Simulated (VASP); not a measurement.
# Ti4N3O (Pm-3m) in VASP: settings compared, part 2 of 2

VASP 6.6.1. The steps go on from the part before.

### 4 Single point, PBE

File INCAR:

```
PREC = Accurate
ENCUT = 520
EDIFF = 1E-6
ISMEAR = 0
SIGMA = 0.2
LREAL = False
LASPH = True
NELM = 60
ALGO = Normal
ISIF = 2
LWAVE = False
LCHARG = True
GGA = PE
LELF = True
LVHAR = True
NBANDS = 44
```

File KPOINTS:

```
Automatic mesh
0
Gamma
  6 6 6
```

File POSCAR:

```
Ti4N3O
1.0
    4.2545000000      0.0000000000      0.0000000000
    0.0000000000      4.2545000000      0.0000000000
    0.0000000000      0.0000000000      4.2545000000
Ti N O
4 3 1
Direct
    0.0000000000      0.0000000000      0.0000000000
    0.5000000000      0.0000000000      0.5000000000
    0.0000000000      0.5000000000      0.5000000000
    0.5000000000      0.5000000000      0.0000000000
    0.0000000000      0.5000000000      0.0000000000
    0.5000000000      0.0000000000      0.0000000000
    0.0000000000      0.0000000000      0.5000000000
    0.5000000000      0.5000000000      0.5000000000
```

Potentials or basis: VASP PAW PBE potentials, release 64 (Ti_sv, N, O).

Launch:

```bash
cat potpaw_PBE.64/Ti_sv/POTCAR potpaw_PBE.64/N/POTCAR potpaw_PBE.64/O/POTCAR > POTCAR
mpirun -np 1 vasp_std > vasp.out
```

OUTCAR:

```text
PREC = Accurate
   ENCUT = 520
   EDIFF = 1E-6
   ISMEAR = 0
   LREAL = False
   LASPH = True
   NELM = 60
   ISIF = 2
   GGA = PE

 ion  position               nearest neighbor table
   1  0.000  0.000  0.000-   5 2.13   6 2.13   7 2.13   7 2.13   5 2.13   6 2.13
   2  0.500  0.000  0.500-   6 2.13   7 2.13   8 2.13   6 2.13   8 2.13   7 2.13
   3  0.000  0.500  0.500-   5 2.13   7 2.13   8 2.13   5 2.13   7 2.13   8 2.13
   4  0.500  0.500  0.000-   5 2.13   6 2.13   8 2.13   8 2.13   6 2.13   5 2.13
   5  0.000  0.500  0.000-   1 2.13   3 2.13   4 2.13   3 2.13   1 2.13   4 2.13
   6  0.500  0.000  0.000-   1 2.13   2 2.13   4 2.13   2 2.13   4 2.13   1 2.13
   7  0.000  0.000  0.500-   1 2.13   2 2.13   3 2.13   1 2.13   3 2.13   2 2.13
   8  0.500  0.500  0.500-   2 2.13   3 2.13   4 2.13   4 2.13   2 2.13   3 2.13

  LATTYP: Found a simple cubic cell.
 ALAT       =     4.2545000000

  Lattice vectors:

 A1 = (   4.2545000000,   0.0000000000,   0.0000000000)
 A2 = (   0.0000000000,   4.2545000000,   0.0000000000)
 A3 = (   0.0000000000,   0.0000000000,   4.2545000000)

Analysis of symmetry for initial positions (statically):
=====================================================================
 Subroutine PRICEL returns:
 Original cell was already a primitive cell.

 Routine SETGRP: Setting up the symmetry group for a
 simple cubic supercell.

 Subroutine GETGRP returns: Found 48 space group operations
 (whereof 48 operations were pure point group operations)
 out of a pool of 48 trial point group operations.

The static configuration has the point symmetry O_h .

Analysis of symmetry for dynamics (positions and initial velocities):
=====================================================================
 Subroutine PRICEL returns:
 Original cell was already a primitive cell.

 Routine SETGRP: Setting up the symmetry group for a
 simple cubic supercell.

 Subroutine GETGRP returns: Found 48 space group operations
 (whereof 48 operations were pure point group operations)
 out of a pool of 48 trial point group operations.

The dynamic configuration has the point symmetry O_h .

 Subroutine INISYM returns: Found 48 space group operations
 (whereof 48 operations are pure point group operations),
 and found     1 'primitive' translations

----------------------------------------------------------------------------------------

                                     Primitive cell

  volume of cell :      77.0097

  direct lattice vectors                    reciprocal lattice vectors
     4.254500000  0.000000000  0.000000000     0.235045246  0.000000000  0.000000000
     0.000000000  4.254500000  0.000000000     0.000000000  0.235045246  0.000000000
     0.000000000  0.000000000  4.254500000     0.000000000  0.000000000  0.235045246

  length of vectors
     4.254500000  4.254500000  4.254500000     0.235045246  0.235045246  0.235045246

  position of ions in fractional coordinates (direct lattice)
     0.000000000  0.000000000  0.000000000
     0.500000000  0.000000000  0.500000000
     0.000000000  0.500000000  0.500000000
     0.500000000  0.500000000  0.000000000
     0.000000000  0.500000000  0.000000000
     0.500000000  0.000000000  0.000000000
     0.000000000  0.000000000  0.500000000
[... 44 lines left out ...]
  0.500000  0.000000  0.000000      3.000000
  0.166667  0.166667  0.000000     12.000000
  0.333333  0.166667  0.000000     24.000000
[... 12 lines left out ...]
  0.500000  0.500000  0.333333      6.000000
  0.500000  0.500000  0.500000      1.000000
   k-points           NKPTS =     20   k-points in BZ     NKDIM =     20   number of bands    NBANDS=     44
   number of dos      NEDOS =    301   number of ions     NIONS =      8
   total plane-waves  NPLWV =  32768
   dimension x,y,z NGX =    32 NGY =   32 NGZ =   32
   dimension x,y,z NGXF=    64 NGYF=   64 NGZF=   64
   ions per type =               4   3   1
   NGX,Y,Z   is equivalent  to a cutoff of  12.50, 12.50, 12.50 a.u.
   NGXF,Y,Z  is equivalent  to a cutoff of  25.01, 25.01, 25.01 a.u.
 SYSTEM =  unknown system
   PREC   = accura    normal or accurate (medium, high low for compatibility)
   ISTART =      0    job   : 0-new  1-cont  2-samecut
   ICHARG =      2    charge: 1-file 2-atom 10-const
   ISPIN  =      1    spin polarized calculation?
   LNONCOLLINEAR =      F non collinear calculations
   LSORBIT =      F    spin-orbit coupling
   LASPH  =      T    aspherical Exc in radial PAW
   ENCUT  =  520.0 eV  38.22 Ry    6.18 a.u.   7.91  7.91  7.91*2*pi/ulx,y,z
   NELM   =     60;   NELMIN=  2; NELMDL= -5     # of ELM steps
   EDIFF  = 0.1E-05   stopping-criterion for ELM
   LREAL  =      F    real-space projection
   EDIFFG = 0.1E-04   stopping-criterion for IOM
   NSW    =      0    number of steps for IOM
   IBRION =     -1    ionic relax: 0-MD 1-quasi-New 2-CG
   NFREE  =      0    steps in history (QN), initial steepest desc. (CG)
   ISIF   =      2    stress and relaxation
   ISYM   =      2    0-nonsym 1-usesym 2-fastsym
   POTIM  = 0.5000    time-step for ionic-motion
   TEBEG  =    0.0;   TEEND  =   0.0 temperature during run
   PSTRESS=    0.0 pullay stress
   NELECT =      69.0000    total number of electrons
   NUPDOWN=      -1.0000    fix difference up-down
   EMIN   =  10.00;   EMAX   =-10.00  energy-range for DOS
   EFERMI =   0.00;   METHOD = LEGACY
   ISMEAR =     0;   SIGMA  =   0.20  broadening in eV -4-tet -1-fermi 0-gaus
   EFERMI_NEDOS =   21; number of points for ismear=-14 and -15
   IALGO  =     38    algorithm
   IMIX   =      4    mixing-type and parameters
     AMIX     =   0.40;   BMIX     =  1.00
     AMIX_MAG =   1.60;   BMIX_MAG =  1.00
  volume/ion in A,a.u.               =       9.63        64.96
  Fermi-wavevector in a.u.,A,eV,Ry     =   1.578251  2.982461 33.890417  2.490875
  Thomas-Fermi vector in A             =   2.678810
   LORBIT       =      0    0 simple, 1 ext, 2 COOP (PROOUT), +10 PAW based schemes
   GGA     = PE    functional components
   LHFCALC =     F    Hartree Fock is set to
   AEXX    =    0.0000 exact exchange contribution
   IVDW    =     0    specifies the selected vdW correction
   LEPSILON=     F    determine dielectric tensor
   LRPA    =     F    only Hartree local field effects (RPA)
 non-spin polarized calculation
 Gauss-broadening in eV      SIGMA  =   0.20
  energy-cutoff  :      520.00
  volume of cell :       77.01
 maximum number of plane-waves:      2103
 NGX is ok and might be reduce to    32
   NGX = 15   NGY = 15   NGZ = 15

 number of electron      68.9999975 magnetization

 Free energy of the ion-electron system (eV)
  ---------------------------------------------------
  ext. energy  EPLUGINS =         0.00000000
  ---------------------------------------------------
  free energy    TOTEN  =       -76.50796833 eV

  energy without entropy =      -76.45067858  energy(sigma->0) =      -76.47932346

 E-fermi :  11.5069     XC(G=0): -12.9470

 val. band max:       11.5008149946   @ k =   0.5000   0.3333   0.0000
 cond. band min:      11.5233767246   @ k =   0.1667   0.1667   0.0000
 fundamental gap:      0.0225617300
 Fermi energy:        11.5069411497

 k-point     1 :       0.0000    0.0000    0.0000
  band No.  band energies     occupation
      1     -46.4326      2.00000
      2     -46.3175      2.00000
      3     -46.3175      2.00000
      4     -46.2773      2.00000
      5     -22.9574      2.00000
      6     -22.9574      2.00000
[... 929 lines left out ...]
     43      13.4420      0.00000
     44      13.7764      0.00000

------------------------ aborting loop because EDIFF is reached ----------------------------------------

  FORCE on cell =-STRESS in cart. coord.  units (eV):
  Direction    XX          YY          ZZ          XY          YZ          ZX
  --------------------------------------------------------------------------------------
  -------------------------------------------------------------------------------------
  Total        0.1404435      0.1404435      0.1404435     -0.0000000     -0.0000000      0.0000000
  in kB        2.9219081      2.9219081      2.9219081     -0.0000000     -0.0000000      0.0000000
  external PRESSURE =       2.9219081 kB  Pullay stress =       0.0000000 kB

 VOLUME and BASIS-vectors are now :
 -----------------------------------------------------------------------------
  energy-cutoff  :      520.00
  volume of cell :       77.01
      direct lattice vectors                 reciprocal lattice vectors
     4.254500000  0.000000000  0.000000000     0.235045246  0.000000000  0.000000000
     0.000000000  4.254500000  0.000000000     0.000000000  0.235045246  0.000000000
     0.000000000  0.000000000  4.254500000     0.000000000  0.000000000  0.235045246

 POSITION                                       TOTAL-FORCE (eV/Angst)
 -----------------------------------------------------------------------------------
      0.00000      0.00000      0.00000         0.000000      0.000000      0.000000
      2.12725      0.00000      2.12725         0.000000      0.000000      0.000000
      0.00000      2.12725      2.12725         0.000000      0.000000      0.000000
      2.12725      2.12725      0.00000         0.000000      0.000000      0.000000
      0.00000      2.12725      0.00000         0.000000      0.000000      0.000000
      2.12725      0.00000      0.00000         0.000000      0.000000      0.000000
      0.00000      0.00000      2.12725         0.000000      0.000000      0.000000
      2.12725      2.12725      2.12725         0.000000      0.000000      0.000000
 -----------------------------------------------------------------------------------
    total drift:                                0.000000     -0.000000     -0.000000

  FREE ENERGIE OF THE ION-ELECTRON SYSTEM (eV)
  ---------------------------------------------------
  free  energy   TOTEN  =       -76.5079683341 eV

  energy  without entropy=      -76.4506785840  energy(sigma->0) =      -76.47932346
```

Wall time 62 s (1 thread of AMD EPYC 7R13 (Zen 3), shared host); peak memory 0.17 GiB.

What came out:

| Property | Result |
| --- | --- |
| Free energy | -76.5080 eV |
| Pressure | 0.3 GPa |
| Band gap on the k mesh | zero (an odd number of electrons rules out a gap without spin polarisation) |

Caveat: an odd number of electrons without spin polarisation forces a metal; a magnetic or distorted state may lie lower.

### 5 Single point, PBE (8.47 Å³/atom)

This run uses another cell than the first one, of 8.47 Å³/atom.

File INCAR:

```
SYSTEM = Ti4N3O
PREC = Accurate
ENCUT = 520
EDIFF = 1E-7
ISMEAR = 0
SIGMA = 0.1
LREAL = .False.
LASPH = .True.
NELM = 80
ALGO = Normal
ISIF = 2
LWAVE = .False.
LCHARG = .False.
GGA = PE
NBANDS = 44
```

File KPOINTS:

```
Automatic mesh
0
Gamma
  10 10 10
  0 0 0
```

Changes to POSCAR since step 4:

```diff
@@ -2,5 +2,5 @@
 1.0
-    4.2545000000      0.0000000000      0.0000000000
-    0.0000000000      4.2545000000      0.0000000000
-    0.0000000000      0.0000000000      4.2545000000
+    4.0770191564      0.0000000000      0.0000000000
+    0.0000000000      4.0770191564      0.0000000000
+    0.0000000000      0.0000000000      4.0770191564
 Ti N O
```

Launch:

```bash
cat potpaw_PBE.64/Ti_sv/POTCAR potpaw_PBE.64/N/POTCAR potpaw_PBE.64/O/POTCAR > POTCAR
mpirun -np 1 vasp_std > vasp.out
```

It took 2.3 min on 1 thread of AMD EPYC 7R13 (Zen 3), shared host; peak memory 0.23 GiB.

The run converged. Its results:

* Free energy: -75.2372 eV
* Pressure: 44.9 GPa
* Band gap on the k mesh: zero (an odd number of electrons rules out a gap without spin polarisation)

Levels at points of the mesh, in eV from the Fermi level:
| k point | band 31 | band 32 | band 33 | band 34 | band 35 | band 36 | band 37 | band 38 |
| --- | --- | --- | --- | --- | --- | --- | --- | --- |
| (0.00, 0.00, 0.00) | -3.48 | -3.48 | -2.59 | -2.59 | -2.59 | -0.88 | -0.88 | -0.88 |
| (0.50, 0.00, 0.00) | -3.61 | -3.61 | -2.61 | -2.45 | 0.44 | 0.44 | 0.95 | 0.95 |
| (0.50, 0.50, 0.00) | -5.60 | -5.57 | 0.43 | 0.87 | 0.98 | 0.98 | 1.00 | 1.74 |
| (0.50, 0.50, 0.50) | -6.19 | -6.19 | 1.70 | 1.70 | 1.70 | 1.83 | 1.83 | 1.83 |

Caveat: the cell stands under pressure; an odd number of electrons without spin polarisation forces a metal; a magnetic or distorted state may lie lower.

### 6 Summary

| level | U | cell | k mesh | smearing | gap on the mesh (eV) | pressure (GPa) |
| --- | --- | --- | --- | --- | --- | --- |
| PBE+U | Ti d U = 4.0 eV | a = 4.255 Å, 8 atoms | 10 × 10 × 10 | gaussian 0.1 eV | none | 12.5 |
| PBE | - | a = 4.255 Å, 8 atoms | 4 × 4 × 4 | gaussian 0.1 eV | none | 0.0 |
| PBE | - | a = 4.255 Å, 8 atoms | 6 × 6 × 6 | gaussian 0.2 eV | none | 0.3 |
| PBE | - | a = 4.077 Å, 8 atoms | 10 × 10 × 10 | gaussian 0.1 eV | none | 44.9 |

Alike in all rows: task single point; potentials or basis VASP PAW PBE potentials, release 64 (Ti_sv, N, O); no spin polarisation; cutoff (eV) 520.

Caveats: some runs use coarse meshes; an odd number of electrons without spin polarisation forces a metal; a magnetic or distorted state may lie lower; the cell stands under pressure (at least some runs); U without spin polarisation on a metal has little footing (at least some runs).

Absolute energies hang on the potentials; compare differences alone.
